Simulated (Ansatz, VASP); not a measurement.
**F in VASP and in Ansatz**

```xyz
4
Lattice="3.1036 -1.7679 -0.1654 3.1036 1.7679 -0.1654 -2.1793 0.0000 7.2255" Properties=species:S:1:pos:R:3 pbc="T T T"
F     0.2791    0.0000    0.6512
F     3.7488    0.0000    6.2434
F     1.8183    0.0000    4.1276
F     2.2095    0.0000    2.7670
```

Alike in both runs: functional PBE; k mesh 8 × 8 × 4; occupations gaussian, width 0.02 eV; no spin polarisation.

Ansatz relaxed the structure, and its values are those at the end. VASP's run is a single point on that final structure, the one shown.

```csv
,VASP,Ansatz
version,VASP 6.6.1,Ansatz 0.2.0
potentials or method,"VASP PAW PBE potentials, release 64 (F), cutoff 520 eV","scalar-relativistic, plane waves, PAW"
valence electrons in the cell,28,28
```

Ansatz gave:

- gap on the k mesh at the Fermi level (eV): 2.97
- least direct gap on the mesh (eV): 3.03
- pressure (GPa): 0.0
- rms of the force components (eV/Å): 0.002

**Question.** What did VASP give for the same quantities?

**Answer.** gap on the k mesh at the Fermi level (eV): 2.90; least direct gap on the mesh (eV): 2.97; pressure (GPa): 0.3; rms of the force components (eV/Å): 0.213.

One of these differences is far larger than is usual between the two programs; its cause wasn't traced. With one functional, cell and mesh, what is left measures potentials, basis and numerics.
